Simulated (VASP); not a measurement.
Here is a VASP 6.6.1 calculation.

Contents of INCAR:

```
PREC     = Accurate       # precision mode
ENCUT    = 500            # plane-wave cutoff, eV
EDIFF    = 1E-6           # SCF threshold, eV
ISMEAR   = 0              # smearing method
SIGMA    = 0.001          # smearing width, eV
LREAL    = False          # projectors in reciprocal space
LASPH    = True           # aspherical terms in the spheres
NELM     = 120            # most SCF steps
ALGO     = Normal         # electronic algorithm
ISIF     = 2              # what is computed and relaxed
LWAVE    = False          # write WAVECAR
LCHARG   = False          # write CHGCAR
GGA      = PE             # functional
NBANDS   = 20             # bands
GGA_COMPAT= False
```

File KPOINTS:

```
Automatic mesh
0
Gamma
  6 6 6
```

The input POSCAR:

```
WS2
1.0
    1.5858866948      0.9156121101      6.2374697496
   -1.5858866948      0.9156121101      6.2374697496
    0.0000000000     -1.8312242203      6.2374697496
W S
1 2
Direct
   -0.0000115685     -0.0000115685     -0.0000115685
    0.4167981689      0.4167981689      0.4167981689
    0.2498800663      0.2498800663      0.2498800663
```

Potentials or basis: VASP PAW PBE potentials, release 64 (W_sv, S).

The run is started by

```bash
$ cat potpaw_PBE.64/W_sv/POTCAR potpaw_PBE.64/S/POTCAR > POTCAR
$ mpirun -np 1 vasp_std > vasp.out
```

Task: What does it give for the largest force?

Result: 0.203 eV/Å.

Task: Estimate the band gap on the k mesh.

Result: 1.09 eV (least direct gap 1.84 eV).

Stress tensor (GPa, compression positive):
```
2.77 0.00 0.00
0.00 2.77 0.00
0.00 0.00 4.15
```

Caveat: the cell stands under pressure; spin-orbit coupling is left out, which moves the levels of the heavy elements. A k mesh can miss the band edges.
